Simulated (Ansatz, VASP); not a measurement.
# Al2Cu in VASP and in Ansatz

```
Cu Al
1.0
    -3.03350    3.03350    2.43850
     3.03350   -3.03350    2.43850
     3.03350    3.03350   -2.43850
Cu Al
2 4
Direct
  0.25000 0.25000 0.00000
  0.75000 0.75000 0.00000
  0.34190 0.15810 0.50000
  0.84190 0.34190 0.18380
  0.65810 0.84190 0.50000
  0.15810 0.65810 0.81620
```

Alike in both runs: functional BLYP; k mesh 7 × 7 × 7; occupations fermi-dirac, width 0.05 eV; no spin polarisation.

```csv
,VASP,Ansatz
version,VASP 6.6.1,Ansatz 0.2.0
potentials or method,"VASP PAW PBE potentials, release 64 (Cu, Al)",Ansatz PAW
plane-wave cutoff (eV),520,420
valence electrons in the cell,34,50
task,single point,band structure
```

Ansatz gave:

```
gap on the k mesh at the Fermi level (eV)                     : none
pressure (GPa)                                                : 3.9
traceless stress, the component that is largest in VASP (GPa) : 1.09
rms of the force components (eV/Å)                            : 0.040
```

**Question.** What did VASP give for the same quantities?

**Answer.** gap on the k mesh at the Fermi level (eV): none; pressure (GPa): 4.5; traceless stress, the component that is largest in VASP (GPa): 1.05; rms of the force components (eV/Å): 0.041.

VASP's potentials were made for PBE, not for BLYP. Atom by atom the forces differ by 0.001 eV/Å (rms over components). A gap of «none» marks a metal or a gap that the smearing closes. VASP's potentials hold 34 valence electrons a cell and Ansatz's 50, so a difference there can come from the potentials and not from the codes.
